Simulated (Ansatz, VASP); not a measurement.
CsGa: VASP beside Ansatz

```xyz
4
Lattice="0.0000 4.2010 4.2010 4.2010 0.0000 4.2010 4.2010 4.2010 0.0000" Properties=species:S:1:pos:R:3 pbc="T T T"
Cs    4.2010    4.2010    4.2010
Cs    6.3016    6.3016    6.3016
Ga    0.0000    0.0000    0.0000
Ga    2.1005    2.1005    2.1005
```

Alike in both runs: functional PBE; k mesh 10 × 10 × 10; occupations gaussian, width 0.1 eV; no spin polarisation.

Ansatz relaxed the structure, and its values are those at the end. VASP's run is a single point on that final structure, the one shown.

```csv
,VASP,Ansatz
version,VASP 6.6.1,Ansatz 0.2.0
potentials or method,"VASP PAW PBE potentials, release 64 (Cs_sv, Ga_d), cutoff 520 eV","scalar-relativistic, plane waves, PAW"
valence electrons in the cell,44,44
```

VASP gave:

| Property | Result |
| --- | --- |
| gap on the k mesh at the Fermi level (eV) | none |
| pressure (GPa) | 0.1 |

Problem. Which values does Ansatz return?

Solution. gap on the k mesh at the Fermi level (eV): none; pressure (GPa): 0.0.

A gap of «none» marks a metal or a gap that the smearing closes. The functional is the same, so the differences come from potentials, cutoffs and numerics.

Neither program's run includes spin-orbit coupling.
